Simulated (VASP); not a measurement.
# W (a cell with a defect) in VASP: single point with PBEsol

Aim: the single point of W (a cell with a defect) with PBEsol.

All numbers are computed with VASP 6.6.1; they aren't measurements. Logs are shortened: lines on timing, memory, paths and dates and some standing lists are left out, and cuts for length are marked.

**1. The cell of the first run**

The cell holds a defect, 17 atoms: a = 6.320 Å, b = 6.320 Å, c = 6.320 Å, α = 90.00°, β = 90.00°, γ = 90.00°.

**2. Single point, PBEsol**

INCAR reads:

```
PREC = Accurate ; ENCUT = 520
EDIFF = 1E-6 ; ISMEAR = -1
SIGMA = 0.1 ; LREAL = Auto
LASPH = T ; NELM = 100
ALGO = Normal ; ISIF = 2
LWAVE = F ; LCHARG = F
GGA = PS ; NBANDS = 133
```

KPOINTS reads:

```
regular mesh
0
Gamma
  2 2 2
```

POSCAR reads:

```
W
1.0
    6.3200000000      0.0000000000      0.0000000000
    0.0000000000      6.3200000000      0.0000000000
    0.0000000000      0.0000000000      6.3200000000
W
17
Direct
   -0.0039703875     -0.0033706164     -0.0042154415
    0.4904253179      0.0090891034     -0.0048598573
   -0.0200942463      0.5025936869     -0.0051012213
   -0.0255268279      0.0163607294      0.5140588683
    0.2426172434      0.2549860252      0.2459694208
    0.5794462934      0.4128236271     -0.0378292293
    0.4969436332      0.0098903469      0.4996044303
    0.7583276536      0.2344237358      0.2586848302
   -0.0140927545      0.4992796798      0.4950140142
    0.1924159110      0.8106780823      0.3160833093
    0.2444710490      0.2590757347      0.7474170760
    0.4933252198      0.4996294836      0.4871864895
    0.7358779752      0.7507818458      0.2455741614
    0.7656023051      0.2308316099      0.7196112419
    0.2361143578      0.7564885900      0.7150955287
    0.7338030594      0.7481575180      0.7465056152
    0.3463032972      0.6375736177      0.0620709636
```

Potentials or basis: VASP PAW PBE potentials, release 64 (W_sv).

Started as:

```sh
$ cat potpaw_PBE.64/W_sv/POTCAR > POTCAR
$ mpirun -np 1 vasp_std > vasp.out
```

OUTCAR:

```text
PREC = Accurate
   ENCUT = 520
   EDIFF = 1E-6
   ISMEAR = -1
   LREAL = Auto
   LASPH = T
   NELM = 100
   ISIF = 2
   GGA = PS

 ion  position               nearest neighbor table
   1  0.996  0.997  0.996-  10 2.65   8 2.70  14 2.71   5 2.76  13 2.76  11 2.77  16 2.77  15 2.78
                             4 3.05   3 3.12   2 3.13   2 3.20  17 3.20   3 3.20   4 3.28
   2  0.490  0.009  0.995-  17 2.55   6 2.62  11 2.71   5 2.72  16 2.75  13 2.75   8 2.77  14 2.83
                            15 2.87  10 3.04   1 3.13   7 3.13   7 3.19   1 3.20
   3  0.980  0.503  0.995-  17 2.50   6 2.60  16 2.70  13 2.71  11 2.76   8 2.76   5 2.78  14 2.79
                            15 2.89  10 3.12   1 3.12   9 3.16   9 3.16   1 3.20
   4  0.974  0.016  0.514-  10 2.27  14 2.30   8 2.52  15 2.65  16 2.71  11 2.73  13 2.82   5 2.83
                             7 3.02   1 3.05   9 3.06   9 3.27   1 3.28   7 3.30
   5  0.243  0.255  0.246-  12 2.69   2 2.72   9 2.74   7 2.75   1 2.76  17 2.76   3 2.78   4 2.83
                            10 2.86   6 2.96   8 3.06  11 3.15  11 3.17   8 3.26
   6  0.579  0.413  0.962-  17 2.14  14 2.25   8 2.46   3 2.60   2 2.62  11 2.70  16 2.70   5 2.96
                            13 2.96  12 3.10  12 3.41  15 3.44
   7  0.497  0.010  0.500-  10 2.58  14 2.60   8 2.66  15 2.67  16 2.72  11 2.73  13 2.75   5 2.75
                             4 3.02  12 3.10   2 3.13   2 3.19  12 3.23   4 3.30
   8  0.758  0.234  0.259-   6 2.46   4 2.52   7 2.66   9 2.66   1 2.70   3 2.76   2 2.77  12 2.77
                            14 2.91  13 3.06   5 3.06   5 3.26  13 3.27  14 3.41
   9  0.986  0.499  0.495-  14 2.61  10 2.62  15 2.66   8 2.66   5 2.74  13 2.74  11 2.74  16 2.75
                             4 3.06  12 3.11   3 3.16   3 3.16  12 3.21   4 3.27
  10  0.192  0.811  0.316-  17 2.17   4 2.27  15 2.56   7 2.58   9 2.62   1 2.65   5 2.86  12 2.94
                            13 2.94   2 3.04   3 3.12  13 3.48
  11  0.244  0.259  0.747-   6 2.70   2 2.71   4 2.73   7 2.73  12 2.74   9 2.74   3 2.76   1 2.77
                            14 3.04  15 3.15   5 3.15   5 3.17  17 3.18  15 3.18  14 3.30
  12  0.493  0.500  0.487-  13 2.68   5 2.69  15 2.71  16 2.73  11 2.74   8 2.77  14 2.83  10 2.94
                            17 2.97   7 3.10   6 3.10   9 3.11   9 3.21   7 3.23   6 3.41
  13  0.736  0.751  0.246-  12 2.68   3 2.71   9 2.74   7 2.75   2 2.75   1 2.76  17 2.81   4 2.82
                            10 2.94   6 2.96   8 3.06  16 3.15  16 3.17   8 3.27  10 3.48
  14  0.766  0.231  0.720-   6 2.25   4 2.30   7 2.60   9 2.61   1 2.71   3 2.79  12 2.83   2 2.83
                             8 2.91  11 3.04  16 3.06  16 3.28  11 3.30   8 3.41
  15  0.236  0.756  0.715-  17 2.42  10 2.56   4 2.65   9 2.66   7 2.67  12 2.71   1 2.78   2 2.87
                             3 2.89  11 3.15  16 3.15  16 3.18  11 3.18   6 3.44
  16  0.734  0.748  0.747-   3 2.70   6 2.70   4 2.71   7 2.72  12 2.73   9 2.75   2 2.75   1 2.77
                            14 3.06  15 3.15  13 3.15  13 3.17  15 3.18  17 3.23  14 3.28
  17  0.346  0.638  0.062-   6 2.14  10 2.17  15 2.42   3 2.50   2 2.55   5 2.76  13 2.81  12 2.97
                            11 3.18   1 3.20  16 3.23

  LATTYP: Found a simple cubic cell.
 ALAT       =     6.3200000000

  Lattice vectors:

 A1 = (   6.3200000000,   0.0000000000,   0.0000000000)
 A2 = (   0.0000000000,   6.3200000000,   0.0000000000)
 A3 = (   0.0000000000,   0.0000000000,   6.3200000000)

Analysis of symmetry for initial positions (statically):
=====================================================================
 Subroutine PRICEL returns:
 Original cell was already a primitive cell.

 Routine SETGRP: Setting up the symmetry group for a
 simple cubic supercell.

 Subroutine GETGRP returns: Found  1 space group operations
 (whereof  1 operations were pure point group operations)
 out of a pool of 48 trial point group operations.

The static configuration has the point symmetry C_1 .

Analysis of symmetry for dynamics (positions and initial velocities):
=====================================================================
 Subroutine PRICEL returns:
 Original cell was already a primitive cell.

 Routine SETGRP: Setting up the symmetry group for a
 simple cubic supercell.

 Subroutine GETGRP returns: Found  1 space group operations
 (whereof  1 operations were pure point group operations)
 out of a pool of 48 trial point group operations.

The dynamic configuration has the point symmetry C_1 .

 Subroutine INISYM returns: Found  1 space group operations
 (whereof  1 operations are pure point group operations),
 and found     1 'primitive' translations

----------------------------------------------------------------------------------------

[... 63 lines left out ...]
     0.000000000  0.079113924  0.000000000     0.000000000  0.500000000  0.000000000
     0.000000000  0.000000000  0.079113924     0.000000000  0.000000000  0.500000000

  Length of vectors
     0.079113924  0.079113924  0.079113924

  Shift w.r.t. Gamma in fractional coordinates (k-lattice)
     0.000000000  0.000000000  0.000000000

 Subroutine IBZKPT returns following result:
 ===========================================

 Found      8 irreducible k-points:

 Following reciprocal coordinates:
            Coordinates               Weight
  0.000000  0.000000  0.000000      1.000000
  0.500000  0.000000  0.000000      1.000000
  0.000000  0.500000  0.000000      1.000000
  0.000000  0.000000  0.500000      1.000000
  0.500000  0.500000  0.000000      1.000000
  0.000000  0.500000  0.500000      1.000000
  0.500000  0.000000  0.500000      1.000000
  0.500000  0.500000  0.500000      1.000000
   k-points           NKPTS =      8   k-points in BZ     NKDIM =      8   number of bands    NBANDS=    133
   number of dos      NEDOS =    301   number of ions     NIONS =     17
   total plane-waves  NPLWV = 110592
   dimension x,y,z NGX =    48 NGY =   48 NGZ =   48
   dimension x,y,z NGXF=    96 NGYF=   96 NGZF=   96
   ions per type =              17
   NGX,Y,Z   is equivalent  to a cutoff of  12.63, 12.63, 12.63 a.u.
   NGXF,Y,Z  is equivalent  to a cutoff of  25.25, 25.25, 25.25 a.u.
 SYSTEM =  unknown system
   PREC   = accura    normal or accurate (medium, high low for compatibility)
   ISTART =      0    job   : 0-new  1-cont  2-samecut
   ICHARG =      2    charge: 1-file 2-atom 10-const
   ISPIN  =      1    spin polarized calculation?
   LNONCOLLINEAR =      F non collinear calculations
   LSORBIT =      F    spin-orbit coupling
   LASPH  =      T    aspherical Exc in radial PAW
   ENCUT  =  520.0 eV  38.22 Ry    6.18 a.u.  11.75 11.75 11.75*2*pi/ulx,y,z
   NELM   =    100;   NELMIN=  2; NELMDL= -5     # of ELM steps
   EDIFF  = 0.1E-05   stopping-criterion for ELM
   LREAL  =      T    real-space projection
   EDIFFG = 0.1E-04   stopping-criterion for IOM
   NSW    =      0    number of steps for IOM
   IBRION =     -1    ionic relax: 0-MD 1-quasi-New 2-CG
   NFREE  =      0    steps in history (QN), initial steepest desc. (CG)
   ISIF   =      2    stress and relaxation
   ISYM   =      2    0-nonsym 1-usesym 2-fastsym
   POTIM  = 0.5000    time-step for ionic-motion
   TEBEG  =    0.0;   TEEND  =   0.0 temperature during run
   PSTRESS=    0.0 pullay stress
   NELECT =     238.0000    total number of electrons
   NUPDOWN=      -1.0000    fix difference up-down
   EMIN   =  10.00;   EMAX   =-10.00  energy-range for DOS
   EFERMI =   0.00;   METHOD = LEGACY
   ISMEAR =    -1;   SIGMA  =   0.10  broadening in eV -4-tet -1-fermi 0-gaus
   EFERMI_NEDOS =   21; number of points for ismear=-14 and -15
   IALGO  =     38    algorithm
   IMIX   =      4    mixing-type and parameters
     AMIX     =   0.40;   BMIX     =  1.00
     AMIX_MAG =   1.60;   BMIX_MAG =  1.00
  volume/ion in A,a.u.               =      14.85       100.21
  Fermi-wavevector in a.u.,A,eV,Ry     =   1.605277  3.033534 35.061061  2.576915
  Thomas-Fermi vector in A             =   2.701649
   LORBIT       =      0    0 simple, 1 ext, 2 COOP (PROOUT), +10 PAW based schemes
   GGA     = PS    functional components
   LHFCALC =     F    Hartree Fock is set to
   AEXX    =    0.0000 exact exchange contribution
   IVDW    =     0    specifies the selected vdW correction
   LEPSILON=     F    determine dielectric tensor
   LRPA    =     F    only Hartree local field effects (RPA)
 non-spin polarized calculation
  energy-cutoff  :      520.00
  volume of cell :      252.44
 maximum number of plane-waves:      6859
 NGX is ok and might be reduce to    48
   NGX = 23   NGY = 23   NGZ = 23

 number of electron     238.0000008 magnetization

 Free energy of the ion-electron system (eV)
  ---------------------------------------------------
  ext. energy  EPLUGINS =         0.00000000
  ---------------------------------------------------
  free energy    TOTEN  =      -221.83487856 eV

  energy without entropy =     -221.56994983  energy(sigma->0) =     -221.70241419

 E-fermi :  12.2399     XC(G=0): -14.0832

 val. band max:       12.2268622653   @ k =   0.0000   0.0000   0.0000
 cond. band min:      12.2868159842   @ k =   0.5000   0.5000   0.0000
 fundamental gap:      0.0599537189
 Fermi energy:        12.2398965025

 k-point     1 :       0.0000    0.0000    0.0000
  band No.  band energies     occupation
      1     -61.8955      2.00000
      2     -61.7856      2.00000
      3     -61.7592      2.00000
      4     -61.7516      2.00000
      5     -61.7482      2.00000
      6     -61.7351      2.00000
[... 1061 lines left out ...]
    130      14.2785      0.00000
    131      14.3089      0.00000
 [bands above 131 left out]

------------------------ aborting loop because EDIFF is reached ----------------------------------------

  FORCE on cell =-STRESS in cart. coord.  units (eV):
  Direction    XX          YY          ZZ          XY          YZ          ZX
  --------------------------------------------------------------------------------------
  -------------------------------------------------------------------------------------
  Total       54.7987380     54.6045330     58.4168782    -20.8467148     15.5144965    -14.5798145
  in kB      347.8002619    346.5676686    370.7641135   -132.3113108     98.4684343    -92.5361328
  external PRESSURE =     355.0440147 kB  Pullay stress =       0.0000000 kB

 VOLUME and BASIS-vectors are now :
 -----------------------------------------------------------------------------
  energy-cutoff  :      520.00
  volume of cell :      252.44
      direct lattice vectors                 reciprocal lattice vectors
     6.320000000  0.000000000  0.000000000     0.158227848  0.000000000  0.000000000
     0.000000000  6.320000000  0.000000000     0.000000000  0.158227848  0.000000000
     0.000000000  0.000000000  6.320000000     0.000000000  0.000000000  0.158227848

 POSITION                                       TOTAL-FORCE (eV/Angst)
 -----------------------------------------------------------------------------------
      6.29491      6.29870      6.29336         0.023096      0.015654     -0.001482
      3.09949      0.05744      6.28929        -0.015383      0.018431     -0.019892
      6.19300      3.17639      6.28776         0.007075     -0.009444      0.005495
      6.15867      0.10340      3.24885         0.007556      0.010754      0.043275
      1.53334      1.61151      1.55453        -0.002803      0.006581      0.026201
      3.66210      2.60905      6.08092         0.222529     -0.198831     -0.022630
[... 9 lines left out ...]
      4.63764      4.72836      4.71792        -0.014144      0.012941     -0.011855
      2.18864      4.02947      0.39229        -0.126244      0.101147     -0.074729
 -----------------------------------------------------------------------------------
    total drift:                               -0.003767      0.005121     -0.001344

  FREE ENERGIE OF THE ION-ELECTRON SYSTEM (eV)
  ---------------------------------------------------
  free  energy   TOTEN  =      -221.8348785625 eV

  energy  without entropy=     -221.5699498263  energy(sigma->0) =     -221.70241419
```

Wall time 8.3 min (1 thread of Intel Xeon Platinum 8259CL at 2.50GHz (Skylake/Cascade Lake), shared host); peak memory 0.42 GiB.

Results:

| Quantity | Value |
| --- | --- |
| Free energy | -221.8349 eV |
| Pressure | 35.5 GPa |
| Largest force | 0.299 eV/Å |
| Band gap on the k mesh | zero (bands 119 and 120 overlap by 0.21 eV) |

Forces on the atoms (eV/Å):
```
W    0.023  0.016 -0.001
W   -0.015  0.018 -0.020
W    0.007 -0.009  0.005
W    0.008  0.011  0.043
W   -0.003  0.007  0.026
W    0.223 -0.199 -0.023
W   -0.006  0.001  0.008
W    0.016 -0.028  0.004
W   -0.005 -0.016 -0.003
W   -0.148  0.126  0.198
W    0.008 -0.004 -0.017
W   -0.006 -0.003 -0.001
W    0.018  0.007  0.012
W    0.019 -0.046 -0.076
W    0.004  0.006 -0.069
W   -0.014  0.013 -0.012
W   -0.126  0.101 -0.075
```

Caveat: the k points lie up to 0.50 Å⁻¹ apart; the PAW data sets were made with another functional, which shifts forces and pressure a little; spin-orbit coupling is left out, which moves the levels of the heavy elements.

The gap in the log of VASP goes by the Fermi energy; the results here count the filled bands.